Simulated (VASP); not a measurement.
# MgO: single point with PBE

MgO:

```
Mg O
1.0
     3.57125    0.00000    0.00000
    -1.78562    3.09279    0.00000
     0.00000    0.00000    4.41370
Mg O
2 2
Direct
  0.33333 0.66667 0.99656
  0.66667 0.33333 0.49656
  0.33333 0.66667 0.39828
  0.66667 0.33333 0.89828
```

This cell differs from its parent crystal: c/a of the conventional cell at fixed volume 1.2359.

```yaml
Program: VASP 6.6.1
Task: single point
Functional: PBE
Potentials_or_basis: VASP PAW PBE potentials, release 64 (Mg, O)
Cutoff: 520 eV
k_mesh: 9 × 9 × 6
Occupations: gaussian, width 0.05 eV
Spin: no spin polarisation
Dipole_correction: no
Further_INCAR_settings: ALGO = Normal; EDIFF = 1e-07; NBANDS = 16
```

The pressure is 3.9 GPa. The largest force is 3.249 eV/Å and the band gap on the k mesh is 3.13 eV, direct.

Forces on the atoms (eV/Å):
```
Mg   0.000  0.000 -3.249
Mg   0.000  0.000 -3.249
O    0.000  0.000  3.249
O    0.000  0.000  3.249
```

Stress tensor (GPa, compression positive):
```
-10.08   0.00   0.00
  0.00 -10.08   0.00
  0.00   0.00  31.85
```

Levels at points of the mesh, in eV from the valence-band top:
| k point | band 6 | band 7 | band 8 | band 9 | band 10 | band 11 |
| --- | --- | --- | --- | --- | --- | --- |
| (0.00, 0.00, 0.00) | -0.52 | -0.52 | 0.00 | 3.13 | 8.28 | 11.25 |
| (0.00, 0.00, 0.50) | -0.88 | -0.88 | -0.88 | 5.81 | 5.81 | 12.66 |

Run time: 32 s on 1 thread of Intel(R) Xeon(R) 6975P-C (Granite Rapids) (shared host), peak memory 0.18 GiB.

Caveat: forces of over 1 eV/Å act on the atoms, so gaps and moduli don't describe the material at rest. A k mesh can miss the band edges.
